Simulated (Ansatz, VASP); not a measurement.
# Two plane-wave programs on Be16H

```
Be H
1.0
    -2.29000   -3.96640    0.00000
     3.43500   -1.98320    0.00000
     0.00000    0.00000    7.17686
Be H
16 1
Cartesian
  -0.0037 -3.9615 -0.0071
  0.0091 -2.6497 1.7927
  -0.0096 -3.9711 3.5695
  0.1153 -2.7110 5.3911
  -1.1453 -1.9832 0.0498
  2.2937 -2.6414 1.7886
  -1.1445 -1.9836 3.5575
  2.2960 -2.5367 5.3843
  1.1387 -1.9827 -0.0071
  1.1410 -0.6589 1.7735
  1.1441 -1.9728 3.5695
  1.1053 -0.6384 5.3663
  -0.0052 0.0028 -0.0065
  1.1443 -4.6324 1.7886
  -0.0020 0.0009 3.5548
  1.0549 -4.6866 5.3843
  -1.1274 -1.9936 5.1372
```

Alike in both runs: functional PBE; k mesh 5 × 5 × 3; occupations gaussian, width 0.1 eV; no spin polarisation.

Ansatz relaxed the structure, and its values are those at the end. VASP's run is a single point on that final structure, the one shown.

|  | VASP | Ansatz |
| --- | --- | --- |
| version | VASP 6.6.1 | Ansatz 0.2.0 |
| potentials or method | VASP PAW PBE potentials, release 64 (Be, H), cutoff 520 eV | scalar-relativistic, plane waves, PAW |
| valence electrons in the cell | 33 | 33 |

```csv
,VASP,Ansatz,Ansatz less VASP
rms of the force components (eV/Å),0.010,0.010,-0.0001
```
